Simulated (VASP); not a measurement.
# Al4GeRu (P6/mmm) in VASP: further runs

Al4GeRu is run at these levels: PBE; tasks: single point, relaxation of cell and atoms.

Program: VASP 6.6.1. These are calculated values, not measurements. Logs are shortened: lines on timing, memory, paths and dates and some standing lists are left out, and cuts for length are marked.

### Step 1. The cell of the first run

Symmetry: P6/mmm, No. 191, hexagonal system. The conventional cell has a = 4.588 Å, b = 4.588 Å, c = 5.233 Å, α = 90.00°, β = 90.00°, γ = 120.00°. Within 3.4 Å of Al (site symmetry 3m) lie 5 Al at 2.58 to 2.66 Å and 3 Ru at 2.95 Å and 3 Ge at 2.96 Å. Within 3.5 Å of Ge (site symmetry 6/mmm) lie 2 Ru at 2.62 Å and 12 Al at 2.96 Å. Ru (site symmetry 6/mmm) has 2 Ge at 2.62 Å and 12 Al at 2.95 Å within 3.5 Å.

### Step 2. Single point, PBE

Input file INCAR:

```
  PREC = Accurate
  ENCUT = 520
  EDIFF = 1E-7
  ISMEAR = 0
  SIGMA = 0.1
  LREAL = False
  LASPH = True
  NELM = 100
  ALGO = Fast
  ISIF = 2
  LWAVE = False
  LCHARG = False
  GGA = PE
  NBANDS = 29
```

Input file KPOINTS:

```
Automatic mesh
0
Gamma
  12 12 8
```

Input file POSCAR:

```
Al4GeRu
1.0
    4.5882993659      0.0000000000      0.0000000000
   -2.2941496829      3.9735838110      0.0000000000
    0.0000000000      0.0000000000      5.2325780178
Al Ge Ru
4 1 1
Direct
    0.3333333333      0.6666666667      0.7538250573
    0.3333333333      0.6666666667      0.2461749427
    0.6666666667      0.3333333333      0.7538250573
    0.6666666667      0.3333333333      0.2461749427
    0.0000000000      0.0000000000      0.5000000000
    0.0000000000      0.0000000000      0.0000000000
```

Potentials or basis: VASP PAW PBE potentials, release 64 (Al, Ge_d, Ru_pv).

Command:

```console
cat potpaw_PBE.64/Al/POTCAR potpaw_PBE.64/Ge_d/POTCAR potpaw_PBE.64/Ru_pv/POTCAR > POTCAR
mpirun -np 1 vasp_std > vasp.out
```

OUTCAR:

```text
PREC = Accurate
   ENCUT = 520
   EDIFF = 1E-7
   ISMEAR = 0
   LREAL = False
   LASPH = True
   NELM = 100
   ISIF = 2
   GGA = PE

 ion  position               nearest neighbor table
   1  0.333  0.667  0.754-   2 2.58   3 2.65   3 2.65   3 2.65   2 2.66   6 2.95   6 2.95   6 2.95
                             5 2.96   5 2.96   5 2.96
   2  0.333  0.667  0.246-   1 2.58   4 2.65   4 2.65   4 2.65   1 2.66   6 2.95   6 2.95   6 2.95
                             5 2.96   5 2.96   5 2.96
   3  0.667  0.333  0.754-   4 2.58   1 2.65   1 2.65   1 2.65   4 2.66   6 2.95   6 2.95   6 2.95
                             5 2.96   5 2.96   5 2.96
   4  0.667  0.333  0.246-   3 2.58   2 2.65   2 2.65   2 2.65   3 2.66   6 2.95   6 2.95   6 2.95
                             5 2.96   5 2.96   5 2.96
   5  0.000  0.000  0.500-   6 2.62   6 2.62   3 2.96   4 2.96   1 2.96   2 2.96   1 2.96   2 2.96
                             3 2.96   4 2.96   3 2.96   4 2.96   1 2.96   2 2.96
   6  0.000  0.000  0.000-   5 2.62   5 2.62   3 2.95   4 2.95   1 2.95   2 2.95   1 2.95   2 2.95
                             3 2.95   4 2.95   3 2.95   4 2.95   1 2.95   2 2.95

  LATTYP: Found a hexagonal cell.
 ALAT       =     4.5882993659
 C/A-ratio  =     1.1404177453

  Lattice vectors:

 A1 = (   4.5882993659,   0.0000000000,   0.0000000000)
 A2 = (  -2.2941496829,   3.9735838110,   0.0000000000)
 A3 = (   0.0000000000,   0.0000000000,   5.2325780178)

Analysis of symmetry for initial positions (statically):
=====================================================================
 Subroutine PRICEL returns:
 Original cell was already a primitive cell.

 Routine SETGRP: Setting up the symmetry group for a
 hexagonal supercell.

 Subroutine GETGRP returns: Found 24 space group operations
 (whereof 24 operations were pure point group operations)
 out of a pool of 24 trial point group operations.

The static configuration has the point symmetry D_6h.

Analysis of symmetry for dynamics (positions and initial velocities):
=====================================================================
 Subroutine PRICEL returns:
 Original cell was already a primitive cell.

 Routine SETGRP: Setting up the symmetry group for a
 hexagonal supercell.

 Subroutine GETGRP returns: Found 24 space group operations
 (whereof 24 operations were pure point group operations)
 out of a pool of 24 trial point group operations.

The dynamic configuration has the point symmetry D_6h.

 Subroutine INISYM returns: Found 24 space group operations
 (whereof 24 operations are pure point group operations),
 and found     1 'primitive' translations
[... 103 lines left out ...]
   EDIFF  = 0.1E-06   stopping-criterion for ELM
   LREAL  =      F    real-space projection
   EDIFFG = 0.1E-05   stopping-criterion for IOM
   NSW    =      0    number of steps for IOM
   IBRION =     -1    ionic relax: 0-MD 1-quasi-New 2-CG
   NFREE  =      0    steps in history (QN), initial steepest desc. (CG)
   ISIF   =      2    stress and relaxation
   ISYM   =      2    0-nonsym 1-usesym 2-fastsym
   POTIM  = 0.5000    time-step for ionic-motion
   TEBEG  =    0.0;   TEEND  =   0.0 temperature during run
   PSTRESS=    0.0 pullay stress
   NELECT =      40.0000    total number of electrons
   NUPDOWN=      -1.0000    fix difference up-down
   EMIN   =  10.00;   EMAX   =-10.00  energy-range for DOS
   EFERMI =   0.00;   METHOD = LEGACY
   ISMEAR =     0;   SIGMA  =   0.10  broadening in eV -4-tet -1-fermi 0-gaus
   EFERMI_NEDOS =   21; number of points for ismear=-14 and -15
   IALGO  =     68    algorithm
   IMIX   =      4    mixing-type and parameters
     AMIX     =   0.40;   BMIX     =  1.00
     AMIX_MAG =   1.60;   BMIX_MAG =  1.00
  volume/ion in A,a.u.               =      15.90       107.30
  Fermi-wavevector in a.u.,A,eV,Ry     =   1.225307  2.315494 20.427475  1.501377
  Thomas-Fermi vector in A             =   2.360350
   LORBIT       =      0    0 simple, 1 ext, 2 COOP (PROOUT), +10 PAW based schemes
   GGA     = PE    functional components
   LHFCALC =     F    Hartree Fock is set to
   AEXX    =    0.0000 exact exchange contribution
   IVDW    =     0    specifies the selected vdW correction
   LEPSILON=     F    determine dielectric tensor
   LRPA    =     F    only Hartree local field effects (RPA)
 non-spin polarized calculation
 RMM-DIIS sequential band-by-band and
 Gauss-broadening in eV      SIGMA  =   0.10
  energy-cutoff  :      520.00
  volume of cell :       95.40
 maximum number of plane-waves:      2605
 NGX is ok and might be reduce to    36
   NGX = 17   NGY = 17   NGZ = 19

 number of electron      40.0000003 magnetization

 Free energy of the ion-electron system (eV)
  ---------------------------------------------------
  ext. energy  EPLUGINS =         0.00000000
  ---------------------------------------------------
  free energy    TOTEN  =       -28.15384757 eV

  energy without entropy =      -28.13121798  energy(sigma->0) =      -28.14253277

 E-fermi :   9.0176     XC(G=0): -11.1001

 val. band max:        9.0160795988   @ k =   0.4167   0.0000   0.2500
 cond. band min:       9.0281090234   @ k =   0.3333   0.1667   0.0000
 fundamental gap:      0.0120294246
 Fermi energy:         9.0176353227

 k-point     1 :       0.0000    0.0000    0.0000
  band No.  band energies     occupation
      1     -33.7621      2.00000
      2     -33.6336      2.00000
      3     -33.6336      2.00000
      4     -16.0811      2.00000
      5     -16.0811      2.00000
      6     -16.0192      2.00000
[... 757 lines left out ...]
     28      13.4404      0.00000
     29      15.3984      0.00000

 [... further k-points ...]
[... 5 lines left out ...]
  --------------------------------------------------------------------------------------
  -------------------------------------------------------------------------------------
  Total       -0.0169689     -0.0169689      0.0179030     -0.0000000      0.0000000      0.0000000
  in kB       -0.2849795     -0.2849795      0.3006676     -0.0000000      0.0000000      0.0000000
  external PRESSURE =      -0.0897638 kB  Pullay stress =       0.0000000 kB

 VOLUME and BASIS-vectors are now :
 -----------------------------------------------------------------------------
  energy-cutoff  :      520.00
  volume of cell :       95.40
      direct lattice vectors                 reciprocal lattice vectors
     4.588299366  0.000000000  0.000000000     0.217945674  0.125830994  0.000000000
    -2.294149683  3.973583811  0.000000000     0.000000000  0.251661988  0.000000000
     0.000000000  0.000000000  5.232578018     0.000000000  0.000000000  0.191110385

 POSITION                                       TOTAL-FORCE (eV/Angst)
 -----------------------------------------------------------------------------------
     -0.00000      2.64906      3.94445         0.000000      0.000000      0.003935
     -0.00000      2.64906      1.28813         0.000000     -0.000000     -0.003935
      2.29415      1.32453      3.94445        -0.000000      0.000000      0.003935
      2.29415      1.32453      1.28813        -0.000000     -0.000000     -0.003935
      0.00000      0.00000      2.61629        -0.000000     -0.000000      0.000000
      0.00000      0.00000      0.00000        -0.000000     -0.000000      0.000000
 -----------------------------------------------------------------------------------
    total drift:                                0.000000     -0.000000     -0.000000

  FREE ENERGIE OF THE ION-ELECTRON SYSTEM (eV)
  ---------------------------------------------------
  free  energy   TOTEN  =       -28.1538475695 eV

  energy  without entropy=      -28.1312179786  energy(sigma->0) =      -28.14253277
```

OSZICAR:

```text
N       E                     dE             d eps       ncg     rms          rms(c)
DAV:   1     0.318248441923E+03    0.31825E+03   -0.18807E+04  6843   0.217E+03
DAV:   2     0.538467390943E+01   -0.31286E+03   -0.30186E+03  5781   0.637E+02
DAV:   3    -0.276154975662E+02   -0.33000E+02   -0.32161E+02  6432   0.116E+02
DAV:   4    -0.289275083917E+02   -0.13120E+01   -0.13068E+01  6590   0.240E+01
DAV:   5    -0.289680935656E+02   -0.40585E-01   -0.40577E-01  7569   0.458E+00    0.105E+01
RMM:   6    -0.297935478306E+02   -0.82545E+00   -0.77362E+00  6841   0.136E+01    0.892E+00
RMM:   7    -0.282137971389E+02    0.15798E+01   -0.17060E+00  6649   0.683E+00    0.252E+00
RMM:   8    -0.281730600264E+02    0.40737E-01   -0.16243E-01  7567   0.166E+00    0.121E+00
RMM:   9    -0.281554971401E+02    0.17563E-01   -0.37267E-02  7278   0.119E+00    0.359E-01
RMM:  10    -0.281537830714E+02    0.17141E-02   -0.37282E-03  7845   0.349E-01    0.136E-01
RMM:  11    -0.281538398789E+02   -0.56807E-04   -0.98405E-04  8022   0.198E-01    0.566E-02
RMM:  12    -0.281538429400E+02   -0.30611E-05   -0.23604E-04  8610   0.914E-02    0.327E-02
RMM:  13    -0.281538530953E+02   -0.10155E-04   -0.69265E-05  8543   0.486E-02    0.309E-02
RMM:  14    -0.281538475274E+02    0.55680E-05   -0.39149E-05  7388   0.438E-02    0.153E-02
RMM:  15    -0.281538472339E+02    0.29346E-06   -0.81017E-06  8390   0.186E-02    0.279E-03
RMM:  16    -0.281538475317E+02   -0.29776E-06   -0.28646E-06  7990   0.778E-03    0.246E-03
RMM:  17    -0.281538475695E+02   -0.37851E-07   -0.27582E-07  4683   0.324E-03
   1 F= -.28153848E+02 E0= -.28142533E+02  d E =-.226296E-01
```

stdout:

```text
POSCAR found type information on POSCAR AlGeRu
 POSCAR found :  3 types and       6 ions
 scaLAPACK will be used
 LDA part: xc-table for (Slater+PW92), standard interpolation
 POSCAR, INCAR and KPOINTS ok, starting setup
 FFT: planning ... GRIDC
 FFT: planning ... GRID_SOFT
 FFT: planning ... GRID
 WAVECAR not read
 entering main loop
WARNING in EDDRMM: call to ZHEGV failed, returncode =   8  4     25
WARNING in EDDRMM: call to ZHEGV failed, returncode =   8  4     25
WARNING in EDDRMM: call to ZHEGV failed, returncode =   6  3     27
 num prob  num prob WARNING in EDDRMM: call to ZHEGV failed, returncode =   8  4     27
WARNING in EDDRMM: call to ZHEGV failed, returncode =   6  3     26
 num prob  num prob WARNING in EDDRMM: call to ZHEGV failed, returncode =   8  4     24
 num prob  num prob WARNING in EDDRMM: call to ZHEGV failed, returncode =   8  4     23
 num prob  num prob WARNING in EDDRMM: call to ZHEGV failed, returncode =   6  3     25
 num prob  num prob RMM:  16    -0.281538475317E+02   -0.29776E-06   -0.28646E-06  7990   0.778E-03    0.246E-03
 num prob  num prob  num prob  num prob  num prob  num prob  num prob  num prob  num prob  num prob  num prob  num prob  num prob  num prob  num prob  num prob  num prob  num prob  num prob  num prob  num prob  num prob  num prob  num prob  num prob  num prob  num prob  num prob  num prob  num prob  num prob  num prob  num prob  num prob  num prob  num prob  num prob  num prob  num prob  num prob  num prob  num prob  num prob  num prob  num prob  num prob  num prob  num prob  num prob  num prob  num prob  num prob RMM:  17    -0.281538475695E+02   -0.37851E-07   -0.27582E-07  4683   0.324E-03
```

Run time: 2.4 min. Hardware: 1 thread of Intel Xeon 6975P-C (Granite Rapids), shared host; peak memory 0.4 GiB.

Results:

```yaml
Free_energy: -28.1538 eV
Pressure: 0.0 GPa
Largest_force: 0.004 eV/Å
Band_gap_on_the_k_mesh: zero (band 20 reaches 9.67 eV, above the bottom of band 21 at 8.26 eV)
```

Forces in eV/Å, atoms in the order of the input:
```
Al   0.000  0.000  0.004
Al   0.000  0.000 -0.004
Al   0.000  0.000  0.004
Al   0.000  0.000 -0.004
Ge   0.000  0.000  0.000
Ru   0.000  0.000  0.000
```

### Step 3. Relaxation of cell and atoms, PBE

Input file INCAR:

```
SYSTEM = Al4GeRu
PREC     = Accurate       ! precision mode
ENCUT    = 600            ! plane-wave cutoff, eV
EDIFF    = 1E-6           ! SCF threshold, eV
ISMEAR   = 0              ! smearing method
SIGMA    = 0.1            ! smearing width, eV
LREAL    = .FALSE.        ! projectors in reciprocal space
LASPH    = .TRUE.         ! aspherical terms in the spheres
NELM     = 80             ! most SCF steps
ALGO     = Fast           ! electronic algorithm
ISIF     = 3              ! what is computed and relaxed
LWAVE    = .FALSE.        ! write WAVECAR
LCHARG   = .FALSE.        ! write CHGCAR
GGA      = PE             ! functional
IBRION   = 2              ! ionic algorithm
NSW      = 100            ! ionic steps
EDIFFG   = -0.01          ! ionic threshold
```

Input file KPOINTS:

```
regular mesh
0
G
  12 12 8
  0 0 0
```

Input file POSCAR:

```
Al4GeRu
1.0
    4.6269122531      0.0000000000      0.0000000000
   -2.3134561265      4.0070235522      0.0000000000
    0.0000000000      0.0000000000      5.1528045957
Al Ge Ru
4 1 1
Direct
    0.3333333333      0.6666666667      0.7538212829
    0.3333333333      0.6666666667      0.2461787171
    0.6666666667      0.3333333333      0.7538212829
    0.6666666667      0.3333333333      0.2461787171
    0.0000000000      0.0000000000      0.5000000000
    0.0000000000      0.0000000000      0.0000000000
```

Potentials or basis: VASP PAW PBE potentials, release 64 (Al, Ge_d, Ru_pv).

Command:

```console
cat potpaw_PBE.64/Al/POTCAR potpaw_PBE.64/Ge_d/POTCAR potpaw_PBE.64/Ru_pv/POTCAR > POTCAR
mpirun -np 1 vasp_std > vasp.out
```

OUTCAR:

```text
SYSTEM = Al4GeRu
   PREC = Accurate
   ENCUT = 600
   EDIFF = 1E-6
   ISMEAR = 0
   LREAL = .FALSE.
   LASPH = .TRUE.
   NELM = 80
   ISIF = 3
   GGA = PE
   IBRION = 2
   NSW = 100
   EDIFFG = -0.01

 ion  position               nearest neighbor table
   1  0.333  0.667  0.754-   2 2.54   2 2.62   3 2.67   3 2.67   3 2.67   6 2.96   6 2.96   6 2.96
                             5 2.97   5 2.97   5 2.97
   2  0.333  0.667  0.246-   1 2.54   1 2.62   4 2.67   4 2.67   4 2.67   6 2.96   6 2.96   6 2.96
                             5 2.97   5 2.97   5 2.97
   3  0.667  0.333  0.754-   4 2.54   4 2.62   1 2.67   1 2.67   1 2.67   6 2.96   6 2.96   6 2.96
                             5 2.97   5 2.97   5 2.97
   4  0.667  0.333  0.246-   3 2.54   3 2.62   2 2.67   2 2.67   2 2.67   6 2.96   6 2.96   6 2.96
                             5 2.97   5 2.97   5 2.97
   5  0.000  0.000  0.500-   6 2.58   6 2.58   3 2.97   4 2.97   1 2.97   2 2.97   1 2.97   2 2.97
                             3 2.97   4 2.97   3 2.97   4 2.97   1 2.97   2 2.97
   6  0.000  0.000  0.000-   5 2.58   5 2.58   3 2.96   4 2.96   1 2.96   2 2.96   1 2.96   2 2.96
                             3 2.96   4 2.96   3 2.96   4 2.96   1 2.96   2 2.96

  LATTYP: Found a hexagonal cell.
 ALAT       =     4.6269122531
 C/A-ratio  =     1.1136594588

[... 194 lines left out ...]

  FORCE on cell =-STRESS in cart. coord.  units (eV):
  Direction    XX          YY          ZZ          XY          YZ          ZX
  --------------------------------------------------------------------------------------
  -------------------------------------------------------------------------------------
  Total       -0.2906917     -0.2906917      0.6584517     -0.0000000      0.0000000      0.0000000
  in kB       -4.8751313     -4.8751313     11.0427607     -0.0000000      0.0000000      0.0000000
  external PRESSURE =       0.4308327 kB  Pullay stress =       0.0000000 kB
[... 187 lines left out ...]
--------------------------------------- Ionic step        6  -------------------------------------------

 number of electron      39.9999995 magnetization

 Free energy of the ion-electron system (eV)
  ---------------------------------------------------
  ext. energy  EPLUGINS =         0.00000000
  ---------------------------------------------------
  free energy    TOTEN  =       -28.15428713 eV

  energy without entropy =      -28.13161424  energy(sigma->0) =      -28.14295068

 E-fermi :   9.0197     XC(G=0): -11.1007

 val. band max:        9.0176543373   @ k =   0.4167  -0.0000   0.2500
 cond. band min:       9.0304884766   @ k =   0.3333   0.1667   0.0000
 fundamental gap:      0.0128341394
 Fermi energy:         9.0196973177

 k-point     1 :       0.0000    0.0000    0.0000
  band No.  band energies     occupation
      1     -33.7617      2.00000
      2     -33.6326      2.00000
      3     -33.6326      2.00000
      4     -16.0802      2.00000
      5     -16.0802      2.00000
      6     -16.0183      2.00000
[... 637 lines left out ...]
     23       9.9359      0.00000
     24      10.9289      0.00000

 [... further k-points ...]
[... 5 lines left out ...]
  --------------------------------------------------------------------------------------
  -------------------------------------------------------------------------------------
  Total       -0.0222622     -0.0222622      0.0302249     -0.0000000      0.0000000     -0.0000000
  in kB       -0.3739285     -0.3739285      0.5076736     -0.0000000      0.0000000     -0.0000000
  external PRESSURE =      -0.0800611 kB  Pullay stress =       0.0000000 kB
[... 21 lines left out ...]
  FREE ENERGIE OF THE ION-ELECTRON SYSTEM (eV)
  ---------------------------------------------------
  free  energy   TOTEN  =       -28.1542871282 eV

  energy  without entropy=      -28.1316142366  energy(sigma->0) =      -28.14295068

 reached required accuracy - stopping structural energy minimisation
```

Run time: 9.7 min. Hardware: 1 thread of Intel Xeon 6975P-C (Granite Rapids), shared host; peak memory 0.46 GiB.

Results:

| Item | Value |
| --- | --- |
| Free energy | -28.1543 eV |
| Relaxed volume | 15.90 Å³/atom |
| Relaxed cell | a = 4.589 Å, b = 4.589 Å, c = 5.231 Å, α = 90.00°, β = 90.00°, γ = 120.00° |
| Space group after relaxing (to 0.05 Å) | P6/mmm (No. 191) |
| Energy gained by relaxing | 1.1 meV/atom |
| Ionic steps | 6 |
| Pressure after relaxing | 0.0 GPa |
| Largest force after relaxing | 0.005 eV/Å |
| Band gap on the k mesh | zero (band 20 reaches 9.67 eV, above the bottom of band 21 at 8.26 eV) |

Forces in eV/Å, atoms in the order of the input:
```
Al   0.000  0.000 -0.005
Al   0.000  0.000  0.005
Al   0.000  0.000 -0.005
Al   0.000  0.000  0.005
Ge   0.000  0.000  0.000
Ru   0.000  0.000  0.000
```

Stress tensor (GPa, compression positive):
```
-0.04  0.00  0.00
 0.00 -0.04  0.00
 0.00  0.00  0.05
```

The path:
```
step  energy change (eV)  largest force (eV/Å)  pressure (GPa)  volume (Å³)
   1              0.0000                0.0463            0.04        95.53
   2             -0.0039                0.0101           -0.09        95.59
   3             -0.0054                0.0705           -0.29        95.65
   4             -0.0065                0.0207            0.24        95.18
   5             -0.0065                0.0231            0.19        95.20
   6             -0.0069                0.0047           -0.01        95.39
```

Final structure:
```cif
data_structure
_symmetry_space_group_name_H-M 'P 1'
_symmetry_Int_Tables_number 1
_cell_length_a 4.5886
_cell_length_b 4.5886
_cell_length_c 5.2311
_cell_angle_alpha 90.000
_cell_angle_beta 90.000
_cell_angle_gamma 120.000
_cell_volume 95.39
loop_
_atom_site_label
_atom_site_type_symbol
_atom_site_fract_x
_atom_site_fract_y
_atom_site_fract_z
_atom_site_occupancy
Al1 Al 0.33333 0.66667 0.75392 1
Al2 Al 0.33333 0.66667 0.24608 1
Al3 Al 0.66667 0.33333 0.75392 1
Al4 Al 0.66667 0.33333 0.24608 1
Ge1 Ge 0.00000 0.00000 0.50000 1
Ru1 Ru 0.00000 0.00000 0.00000 1
```
